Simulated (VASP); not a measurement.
The system is C.

```
CELL_PARAMETERS angstrom
3.69136 0.00000 0.00000
-1.84568 3.19681 0.00000
0.00000 0.00000 2.52990
ATOMIC_POSITIONS crystal
C 0.93387 0.16714 0.48455
C 0.83286 0.76674 0.15122
C 0.23326 0.06613 0.81788
C 0.60455 0.50159 0.65368
C 0.49841 0.10297 0.32035
C 0.89703 0.39545 0.98701
```

The cell was generated, and may not be a known phase.

| Property | Result |
| --- | --- |
| Program | VASP 6.6.1 |
| Task | relaxation of cell and atoms |
| Functional | PBE |
| Potentials or basis | VASP PAW PBE potentials, release 64 (C) |
| Cutoff | 600 eV |
| k mesh | 6 × 6 × 6 |
| Occupations | gaussian, width 0.1 eV |
| Spin | no spin polarisation |

At the start: pressure 115.0 GPa; volume 4.98 Å³/atom.

Question: Where does the relaxation end?

Answer: Over 56 steps the energy falls by 2043.5 meV/atom and the volume is 9.86 Å³/atom (+98.1 %); space group P3_2 (No. 145, to 0.1 Å) before, R-3m (No. 166, to 0.1 Å).

Step by step:
| step | energy change (eV) | largest force (eV/Å) | pressure (GPa) | volume (Å³) |
| --- | --- | --- | --- | --- |
| 1 | 0.0000 | 3.0916 | 115.02 | 29.85 |
| 3 | -4.4542 | 3.9822 | -23.20 | 41.21 |
| 5 | -6.8128 | 3.2217 | 19.41 | 41.15 |
| 7 | -7.8010 | 1.5926 | 19.52 | 44.48 |
| 9 | -8.1121 | 1.3457 | -0.51 | 47.70 |
| 11 | -10.0178 | 3.7588 | 5.95 | 53.35 |
| 13 | -11.3148 | 4.0771 | -4.42 | 60.21 |
| 15 | -11.5518 | 2.8774 | -9.69 | 61.80 |
| 17 | -11.5912 | 2.2879 | -12.76 | 62.78 |
| 19 | -11.8322 | 1.5246 | -4.77 | 61.42 |
| 21 | -11.8844 | 1.0591 | 1.32 | 60.54 |
| 23 | -11.9108 | 1.0063 | 1.27 | 60.43 |
| 25 | -11.9871 | 1.6959 | -3.67 | 60.05 |
| 27 | -12.0203 | 1.3301 | -2.68 | 60.03 |
| 29 | -12.1260 | 0.5615 | -3.44 | 59.06 |
| 31 | -12.1656 | 0.4429 | 2.99 | 58.39 |
| 33 | -12.1809 | 0.4960 | 1.84 | 58.75 |
| 35 | -12.2045 | 0.3200 | -1.86 | 59.61 |
| 37 | -12.2068 | 0.2876 | -3.28 | 59.95 |
| 39 | -12.2212 | 0.3355 | -1.11 | 60.10 |
| 41 | -12.2303 | 0.3809 | 0.02 | 59.86 |
| 43 | -12.2408 | 0.3547 | -0.54 | 59.69 |
| 45 | -12.2453 | 0.2644 | -2.92 | 58.91 |
| 47 | -12.2581 | 0.0846 | -0.51 | 58.96 |
| 49 | -12.2593 | 0.0644 | 0.49 | 58.81 |
| 51 | -12.2599 | 0.0598 | 0.39 | 58.87 |
| 53 | -12.2605 | 0.0665 | -0.27 | 59.04 |
| 55 | -12.2609 | 0.0279 | -0.40 | 59.17 |
| 56 | -12.2610 | 0.0168 | -0.16 | 59.15 |

Final structure:
```
C
1.0
     5.16137    0.00000    0.00000
    -2.58069    4.46988    0.00000
     0.00000    0.00000    2.56369
C
6
Direct
  0.99908 0.33410 0.48575
  0.66590 0.66499 0.15241
  0.33501 0.00092 0.81908
  0.66635 0.66504 0.65248
  0.33496 0.00131 0.31915
  0.99869 0.33365 0.98581
```

Caveat: the k points lie up to 0.41 Å⁻¹ apart in the final cell, too coarse for converged energies and pressures of a metal; the volume moved by over 15 % at a fixed basis, so the end points are rough.
